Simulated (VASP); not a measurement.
# Cd (Fm-3m) in VASP: notebook, part 2 of 2

VASP 6.6.1. The steps go on from the part before.

### Step 5. Single point, revPBE

Contents of INCAR:

```
SYSTEM = Cd
PREC = Accurate ; ENCUT = 500
EDIFF = 1E-6 ; ISMEAR = 0
SIGMA = 0.1 ; LREAL = .False.
LASPH = .True. ; NELM = 120
ALGO = Normal ; ISIF = 2
LWAVE = .False. ; LCHARG = .True.
GGA = RE ; LELF = .True.
LVHAR = .True. ; NBANDS = 12
GGA_COMPAT = .False.
```

Contents of KPOINTS:

```
Automatic mesh
0
Gamma
  10 10 10
  0 0 0
```

Contents of POSCAR:

```
Cd
1.0
    0.0000000000      2.2181497500      2.2181497500
    2.2181497500      0.0000000000      2.2181497500
    2.2181497500      2.2181497500      0.0000000000
Cd
1
Direct
    0.0000000000      0.0000000000      0.0000000000
```

Potentials or basis: VASP PAW PBE potentials, release 64 (Cd).

On the command line:

```
$ cat potpaw_PBE.64/Cd/POTCAR > POTCAR
$ mpirun -np 1 vasp_std > vasp.out
```

OUTCAR:

```text
SYSTEM = Cd
   PREC = Accurate
   ENCUT = 500
   EDIFF = 1E-6
   ISMEAR = 0
   LREAL = .False.
   LASPH = .True.
   NELM = 120
   ISIF = 2
   GGA = RE

 ion  position               nearest neighbor table
   1  0.000  0.000  0.000-

  LATTYP: Found a face centered cubic cell.
 ALAT       =     4.4362995000

  Lattice vectors:

 A1 = (   0.0000000000,   2.2181497500,   2.2181497500)
 A2 = (   2.2181497500,   0.0000000000,   2.2181497500)
 A3 = (   2.2181497500,   2.2181497500,   0.0000000000)

Analysis of symmetry for initial positions (statically):
=====================================================================
 Subroutine PRICEL returns:
 Original cell was already a primitive cell.

 Routine SETGRP: Setting up the symmetry group for a
 face centered cubic supercell.

 Subroutine GETGRP returns: Found 48 space group operations
 (whereof 48 operations were pure point group operations)
 out of a pool of 48 trial point group operations.

The static configuration has the point symmetry O_h .

Analysis of symmetry for dynamics (positions and initial velocities):
=====================================================================
 Subroutine PRICEL returns:
 Original cell was already a primitive cell.

 Routine SETGRP: Setting up the symmetry group for a
 face centered cubic supercell.

 Subroutine GETGRP returns: Found 48 space group operations
 (whereof 48 operations were pure point group operations)
 out of a pool of 48 trial point group operations.

The dynamic configuration has the point symmetry O_h .

 Subroutine INISYM returns: Found 48 space group operations
 (whereof 48 operations are pure point group operations),
 and found     1 'primitive' translations

----------------------------------------------------------------------------------------

                                     Primitive cell

  volume of cell :      21.8274

  direct lattice vectors                    reciprocal lattice vectors
     0.000000000  2.218149750  2.218149750    -0.225413095  0.225413095  0.225413095
     2.218149750  0.000000000  2.218149750     0.225413095 -0.225413095  0.225413095
     2.218149750  2.218149750  0.000000000     0.225413095  0.225413095 -0.225413095

  length of vectors
     3.136937460  3.136937460  3.136937460     0.390426933  0.390426933  0.390426933

  position of ions in fractional coordinates (direct lattice)
     0.000000000  0.000000000  0.000000000

  ion indices of the primitive-cell ions
   primitive index   ion index
                 1           1

----------------------------------------------------------------------------------------

 KPOINTS: Automatic mesh

Automatic generation of k-mesh.
 Grid dimensions read from file:
 generate k-points for:   10   10   10

 Generating k-lattice:

  Cartesian coordinates                     Fractional coordinates (reciprocal lattice)
    -0.022541309  0.022541309  0.022541309     0.100000000  0.000000000  0.000000000
     0.022541309 -0.022541309  0.022541309     0.000000000  0.100000000  0.000000000
     0.022541309  0.022541309 -0.022541309     0.000000000  0.000000000  0.100000000

  Length of vectors
     0.039042693  0.039042693  0.039042693

  Shift w.r.t. Gamma in fractional coordinates (k-lattice)
     0.000000000  0.000000000  0.000000000

 Subroutine IBZKPT returns following result:
 ===========================================

 Found     47 irreducible k-points:

 Following reciprocal coordinates:
            Coordinates               Weight
  0.000000  0.000000  0.000000      1.000000
  0.100000  0.000000  0.000000      8.000000
  0.200000  0.000000  0.000000      8.000000
  0.300000  0.000000  0.000000      8.000000
  0.400000  0.000000  0.000000      8.000000
  0.500000  0.000000  0.000000      4.000000
[... 16 lines left out ...]
  0.300000  0.300000  0.000000      6.000000
  0.400000  0.300000  0.000000     24.000000
 [... further k-points ...]
   k-points           NKPTS =     47   k-points in BZ     NKDIM =     47   number of bands    NBANDS=     12
   number of dos      NEDOS =    301   number of ions     NIONS =      1
   total plane-waves  NPLWV =  13824
   dimension x,y,z NGX =    24 NGY =   24 NGZ =   24
   dimension x,y,z NGXF=    48 NGYF=   48 NGZF=   48
   ions per type =               1
   NGX,Y,Z   is equivalent  to a cutoff of  12.72, 12.72, 12.72 a.u.
   NGXF,Y,Z  is equivalent  to a cutoff of  25.44, 25.44, 25.44 a.u.
 SYSTEM =  Cd
   PREC   = accura    normal or accurate (medium, high low for compatibility)
   ISTART =      0    job   : 0-new  1-cont  2-samecut
   ICHARG =      2    charge: 1-file 2-atom 10-const
   ISPIN  =      1    spin polarized calculation?
   LNONCOLLINEAR =      F non collinear calculations
   LSORBIT =      F    spin-orbit coupling
   LASPH  =      T    aspherical Exc in radial PAW
   ENCUT  =  500.0 eV  36.75 Ry    6.06 a.u.   5.72  5.72  5.72*2*pi/ulx,y,z
   NELM   =    120;   NELMIN=  2; NELMDL= -5     # of ELM steps
   EDIFF  = 0.1E-05   stopping-criterion for ELM
   LREAL  =      F    real-space projection
   EDIFFG = 0.1E-04   stopping-criterion for IOM
   NSW    =      0    number of steps for IOM
   IBRION =     -1    ionic relax: 0-MD 1-quasi-New 2-CG
   NFREE  =      0    steps in history (QN), initial steepest desc. (CG)
   ISIF   =      2    stress and relaxation
   ISYM   =      2    0-nonsym 1-usesym 2-fastsym
   POTIM  = 0.5000    time-step for ionic-motion
   TEBEG  =    0.0;   TEEND  =   0.0 temperature during run
   PSTRESS=    0.0 pullay stress
   NELECT =      12.0000    total number of electrons
   NUPDOWN=      -1.0000    fix difference up-down
   EMIN   =  10.00;   EMAX   =-10.00  energy-range for DOS
   EFERMI =   0.00;   METHOD = LEGACY
   ISMEAR =     0;   SIGMA  =   0.10  broadening in eV -4-tet -1-fermi 0-gaus
   EFERMI_NEDOS =   21; number of points for ismear=-14 and -15
   IALGO  =     38    algorithm
   IMIX   =      4    mixing-type and parameters
     AMIX     =   0.40;   BMIX     =  1.00
     AMIX_MAG =   1.60;   BMIX_MAG =  1.00
  volume/ion in A,a.u.               =      21.83       147.30
  Fermi-wavevector in a.u.,A,eV,Ry     =   1.341120  2.534350 24.471486  1.798604
  Thomas-Fermi vector in A             =   2.469379
   LORBIT       =      0    0 simple, 1 ext, 2 COOP (PROOUT), +10 PAW based schemes
   GGA     = RE    functional components
   LHFCALC =     F    Hartree Fock is set to
   AEXX    =    0.0000 exact exchange contribution
   IVDW    =     0    specifies the selected vdW correction
   LEPSILON=     F    determine dielectric tensor
   LRPA    =     F    only Hartree local field effects (RPA)
 non-spin polarized calculation
 Gauss-broadening in eV      SIGMA  =   0.10
  energy-cutoff  :      500.00
  volume of cell :       21.83
 maximum number of plane-waves:       568
   NGX = 11   NGY = 11   NGZ = 11

 number of electron      12.0000003 magnetization

 Free energy of the ion-electron system (eV)
  ---------------------------------------------------
  ext. energy  EPLUGINS =         0.00000000
  ---------------------------------------------------
  free energy    TOTEN  =        -0.39204772 eV

  energy without entropy =       -0.38952743  energy(sigma->0) =       -0.39078757

 E-fermi :   3.1073     XC(G=0): -10.8950

 val. band max:        3.0601865081   @ k =  -0.4000   0.3000   0.0000
 cond. band min:       3.1830102433   @ k =  -0.4000   0.4000   0.0000
 fundamental gap:      0.1228237352
 Fermi energy:         3.1072570592

 k-point     1 :       0.0000    0.0000    0.0000
  band No.  band energies     occupation
      1      -6.2193      2.00000
      2      -6.2193      2.00000
      3      -6.2193      2.00000
      4      -5.8299      2.00000
      5      -5.7691      2.00000
      6      -5.7691      2.00000
      7      16.8070      0.00000
      8      17.9310      0.00000
      9      17.9310      0.00000
     10      17.9310      0.00000
     11      21.2591      0.00000
     12      21.2591      0.00000
[... 331 lines left out ...]
 k-point    24 :       0.4000    0.3000    0.0000
  band No.  band energies     occupation
      1      -6.6893      2.00000
      2      -6.5225      2.00000
      3      -5.6358      2.00000
      4      -5.6016      2.00000
      5      -5.4191      2.00000
      6      -1.1601      2.00000
      7       8.8001      0.00000
      8       9.6425      0.00000
      9      11.0401      0.00000
     10      14.3535      0.00000
     11      16.2658      0.00000
     12      27.1157      0.00000

 [... further k-points ...]

------------------------ aborting loop because EDIFF is reached ----------------------------------------

  FORCE on cell =-STRESS in cart. coord.  units (eV):
  Direction    XX          YY          ZZ          XY          YZ          ZX
  --------------------------------------------------------------------------------------
  -------------------------------------------------------------------------------------
  Total        0.6109702      0.6109702      0.6109702      0.0000000     -0.0000000      0.0000000
  in kB       44.8464423     44.8464423     44.8464423      0.0000000     -0.0000000      0.0000000
  external PRESSURE =      44.8464423 kB  Pullay stress =       0.0000000 kB

 VOLUME and BASIS-vectors are now :
 -----------------------------------------------------------------------------
  energy-cutoff  :      500.00
  volume of cell :       21.83
      direct lattice vectors                 reciprocal lattice vectors
     0.000000000  2.218149750  2.218149750    -0.225413095  0.225413095  0.225413095
     2.218149750  0.000000000  2.218149750     0.225413095 -0.225413095  0.225413095
     2.218149750  2.218149750  0.000000000     0.225413095  0.225413095 -0.225413095

 POSITION                                       TOTAL-FORCE (eV/Angst)
 -----------------------------------------------------------------------------------
      0.00000      0.00000      0.00000         0.000000      0.000000     -0.000000
 -----------------------------------------------------------------------------------
    total drift:                               -0.000000      0.000000      0.000000

  FREE ENERGIE OF THE ION-ELECTRON SYSTEM (eV)
  ---------------------------------------------------
  free  energy   TOTEN  =        -0.3920477215 eV

  energy  without entropy=       -0.3895274263  energy(sigma->0) =       -0.39078757
```

stdout:

```text
POSCAR found type information on POSCAR Cd
 POSCAR found :  1 types and       1 ions
 scaLAPACK will be used
 -----------------------------------------------------------------------------
|                                                                             |
|                                                                             |
|     You enforced a specific xc type in the INCAR file but a different       |
|     I HOPE YOU KNOW WHAT YOU ARE DOING!                                     |
|                                                                             |
 -----------------------------------------------------------------------------

 LDA part: xc-table for (Slater+PW92), standard interpolation
 POSCAR, INCAR and KPOINTS ok, starting setup
 FFT: planning ... GRIDC
 FFT: planning ... GRID_SOFT
 FFT: planning ... GRID
 WAVECAR not read
 entering main loop
```

Wall time 7.5 s (1 thread of Intel Xeon Platinum 8375C at 2.90GHz (Ice Lake), shared host); peak memory 0.13 GiB.

Results:

```
Free energy            : -0.3920 eV
Pressure               : 4.5 GPa
Band gap on the k mesh : zero (bands 6 and 7 overlap by 2.45 eV)
```

Levels at points of the mesh, in eV from the Fermi level:
| k point | band 3 | band 4 | band 5 | band 6 | band 7 | band 8 | band 9 | band 10 |
| --- | --- | --- | --- | --- | --- | --- | --- | --- |
| (0.00, 0.00, 0.00) | -9.33 | -8.94 | -8.88 | -8.88 | 13.70 | 14.82 | 14.82 | 14.82 |
| (0.50, 0.00, 0.00) | -9.32 | -8.51 | -8.51 | -2.48 | -1.47 | 12.43 | 12.43 | 12.81 |
| (0.50, 0.50, 0.00) | -8.53 | -8.41 | -8.41 | -0.96 | 1.25 | 6.65 | 6.65 | 10.85 |

Caveat: the cell stands under pressure; the PAW data sets were made with another functional, which shifts forces and pressure a little.

### Step 6. Single point, B3LYP

POSCAR is that of step 5.

Contents of INCAR.step1:

```
SYSTEM = Cd
ALGO = Normal
EDIFF = 1E-5
ENCUT = 400
GGA = PE
GGA_COMPAT = .False.
ISIF = 2
ISMEAR = -1
LASPH = .True.
LCHARG = .False.
LREAL = .False.
LWAVE = .True.
NBANDS = 12
NELM = 120
PREC = Accurate
SIGMA = 0.1
```

Contents of INCAR.step2:

```
SYSTEM = Cd
AEXX = 0.2
AGGAC = 0.81
AGGAX = 0.72
ALDAC = 0.19
ALGO = Normal
EDIFF = 1E-6
ENCUT = 400
GGA = B3
GGA_COMPAT = .False.
ISIF = 2
ISMEAR = -1
ISTART = 1
LASPH = .True.
LCHARG = .False.
LHFCALC = .True.
LREAL = .False.
LWAVE = .False.
NBANDS = 12
NELM = 120
PREC = Accurate
PRECFOCK = Normal
SIGMA = 0.1
```

Contents of KPOINTS:

```
k-points
0
Gamma
  8 8 8
  0 0 0
```

Potentials or basis: VASP PAW PBE potentials, release 64 (Cd).

On the command line:

```
$ cat potpaw_PBE.64/Cd/POTCAR > POTCAR
$ cp INCAR.step1 INCAR
$ mpirun -np 1 vasp_std > vasp.out
$ cp INCAR.step2 INCAR
$ mpirun -np 1 vasp_std > vasp.out
```

It took 33 min on 1 thread of AMD EPYC 7R43 (Zen 3), shared host; peak memory 0.11 GiB.

Results (log left out):

```yaml
Free_energy: -0.2499 eV
Pressure: 4.6 GPa
Band_gap_on_the_k_mesh: zero (bands 6 and 7 overlap by 4.17 eV)
```

Levels at points of the mesh, in eV from the Fermi level:
| k point | band 2 | band 3 | band 4 | band 5 | band 6 | band 7 | band 8 | band 9 | band 10 | band 11 |
| --- | --- | --- | --- | --- | --- | --- | --- | --- | --- | --- |
| (0.00, 0.00, 0.00) | -10.66 | -10.66 | -10.20 | -10.20 | -9.75 | 15.39 | 16.31 | 16.31 | 16.31 | 19.83 |
| (0.50, 0.00, 0.00) | -10.66 | -10.66 | -9.80 | -9.80 | -2.39 | -1.38 | 13.81 | 13.81 | 14.51 | 17.90 |
| (0.50, 0.50, 0.00) | -11.21 | -9.82 | -9.70 | -9.70 | -0.76 | 2.09 | 7.91 | 7.91 | 12.43 | 12.58 |

Caveat: the cell stands under pressure; the PAW data sets were made with another functional, which shifts forces and pressure a little.

### Step 7. The runs side by side

```csv
level,spin,k mesh,cutoff (eV),smearing,dipole correction,tolerance level,purpose,start,grid for exact exchange (PRECFOCK),gap on the mesh (eV),pressure (GPa)
PBEsol,off,10 × 10 × 10,500,gaussian 0.1 eV,no,-,-,-,-,none,-1.7
PBEsol+D3(BJ),"non-collinear, zero start, SOC",10 × 10 × 10,500,methfessel-paxton 0.15 eV,no,-,-,-,-,-,-4.9
PBEsol,off,13 × 13 × 13,400,methfessel-paxton 0.1 eV,-,tight,restart,from scratch,-,none,-2.8
revPBE,off,10 × 10 × 10,500,gaussian 0.1 eV,no,-,-,-,-,none,4.5
B3LYP,off,8 × 8 × 8,400,fermi-dirac 0.1 eV,no,-,-,-,Normal,none,4.6
```

Alike in all rows: task single point; potentials or basis VASP PAW PBE potentials, release 64 (Cd); cell as given.

The pressure there spans -4.9 GPa (PBEsol+D3(BJ)) to 4.6 GPa (B3LYP); a positive pressure means that this level wants a larger cell, a negative one a smaller.

Caveats: the PAW data sets were made with another functional, which shifts forces and pressure a little; the cell stands under pressure (at least some runs); the cell stands under tension (at least some runs).

Absolute energies hang on the potentials; compare differences alone.
